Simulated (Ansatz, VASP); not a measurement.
**Ta: VASP beside Ansatz**

File INCAR:

```
SYSTEM = Ta
PREC = Accurate
ENCUT = 520
EDIFF = 1E-6
ISMEAR = 0
SIGMA = 0.015
LREAL = .FALSE.
LASPH = .TRUE.
NELM = 80
ALGO = Fast
ISIF = 2
LWAVE = .FALSE.
LCHARG = .TRUE.
GGA = PE
LELF = .TRUE.
LVHAR = .TRUE.
NBANDS = 12
```

The input KPOINTS:

```
regular mesh
0
G
  11 11 11
  0 0 0
```

Contents of POSCAR:

```
Ta
1.0
   -1.6512800000      1.6512800000      1.6512800000
    1.6512800000     -1.6512800000      1.6512800000
    1.6512800000      1.6512800000     -1.6512800000
Ta
1
Direct
    0.0000000000      0.0000000000      0.0000000000
```

The input input.yaml:

```yaml
crystal:
  lattice:
    - [-1.65128, 1.65128, 1.65128]
    - [1.65128, -1.65128, 1.65128]
    - [1.65128, 1.65128, -1.65128]
  atoms:
    - { symbol: Ta, position: [0.0, 0.0, 0.0] }
kpoints:
  mp_grid: { grid: [11, 11, 11] }
scf:
  occupations: { method: gaussian, width: 0.015 }
hamiltonian:
  xc: pbe
  pseudopotentials: { kind: all_electron, lapw: { basis_error: 0.001 } }
output:
  forces: true
  stress: true
  eigenvalues: true
```

Alike in both runs: task single point; functional PBE; k mesh 11 × 11 × 11; occupations gaussian, width 0.015 eV; no spin polarisation.

```csv
,VASP,Ansatz
version,VASP 6.6.1,Ansatz 0.2.0
potentials or method,"VASP PAW PBE potentials, release 64 (Ta_pv), cutoff 520 eV","all-electron LAPW, scalar-relativistic"
```

Ansatz gave:

```
gap on the k mesh at the Fermi level (eV) : none
pressure (GPa)                            : 2.1
```

**Question.** Which values does VASP return?

**Answer.** gap on the k mesh at the Fermi level (eV): none; pressure (GPa): 2.2.

A gap of «none» marks a metal or a gap that the smearing closes. Ansatz ran all-electron here, and VASP with PAW potentials.

Spin-orbit coupling is off throughout.
